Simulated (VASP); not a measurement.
CuO, 4 atoms in the cell. The structure is hexagonal, space group P6_3/mmc (No. 194). Conventional cell: a = 3.180 Å, b = 3.180 Å, c = 4.431 Å, α = 90.00°, β = 90.00°, γ = 120.00°. Cu (site symmetry -3m) has 6 O at 2.14 Å and 2 Cu at 2.22 Å within 2.8 Å. Within 2.9 Å of O (site symmetry -6m2) lie 6 Cu at 2.14 Å and 6 O at 2.88 Å. 

```yaml
Program: VASP 6.6.1
Task: single point
Functional: PBEsol
Potentials_or_basis: VASP PAW PBE potentials, release 64 (Cu_sv_GW, O)
Cutoff: 820 eV
k_mesh: 7 × 7 × 4
Occupations: gaussian, width 0.05 eV
Spin: collinear spin, zero start
Starting_moments: "[0.0, 0.0, 0.0, 0.0] μB"
Fixed_moment: 0 μB
Hubbard_terms: Cu d U = 2.0 eV
Dipole_correction: no
Further_INCAR_settings: ALGO = Normal; EDIFF = 1e-06; NBANDS = 37
```

Potentials or basis: VASP PAW PBE potentials, release 64 (Cu_sv_GW, O).

Run with:

```bash
$ cat potpaw_PBE.64/Cu_sv_GW/POTCAR potpaw_PBE.64/O/POTCAR > POTCAR
$ mpirun -np 1 vasp_std > vasp.out
```

Hardware: 1 thread of AMD EPYC 7R43 64-Core Processor (Zen 3), on a shared host.

Problem. How long does it take, and how much memory?

Solution. Wall time 2.1 min on 1 thread of AMD EPYC 7R43 64-Core Processor (Zen 3) (shared host), peak memory 0.24 GiB. Counts: scf iterations 13, k points 24.
